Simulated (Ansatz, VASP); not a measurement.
**Two plane-wave programs on AlGaN2**

```
Al Ga N
1.0
     3.11529    0.00000    0.00000
     0.00000    3.11529    0.00000
     0.00000    0.00000    4.47202
Al Ga N
1 1 2
Cartesian
  1.5576 1.5576 2.2360
  0.0000 0.0000 0.0000
  1.5576 0.0000 3.3110
  0.0000 1.5576 1.1610
```

Change from the starting cell: strain along c alone, the other axes held, atoms relaxed: +2.0 %.

Alike in both runs: functional LDA; k mesh 8 × 8 × 6; occupations gaussian, width 0.02 eV; no spin polarisation.

Ansatz relaxed the structure, and its values are those at the end. VASP's run is a single point on that final structure, the one shown.

```csv
,VASP,Ansatz
version,VASP 6.6.1,Ansatz 0.2.0
potentials or method,"VASP PAW LDA potentials, release 64 (Al, Ga_d, N), cutoff 520 eV","scalar-relativistic, plane waves, PAW"
valence electrons in the cell,26,26
```

|  | VASP | Ansatz | Ansatz less VASP |
| --- | --- | --- | --- |
| gap on the k mesh at the Fermi level (eV) | 2.89 | 2.88 | -0.011 |
| least direct gap on the mesh (eV) | 2.89 | 2.88 | -0.011 |
| pressure (GPa) | -3.1 | -3.9 | -0.81 |
| rms of the force components (eV/Å) | 0.012 | 0.000 | -0.0123 |

LDA's correlation is that of Perdew and Zunger in VASP and of Perdew and Wang (1992) in Ansatz. Ansatz's warnings: stress scf threshold loose.
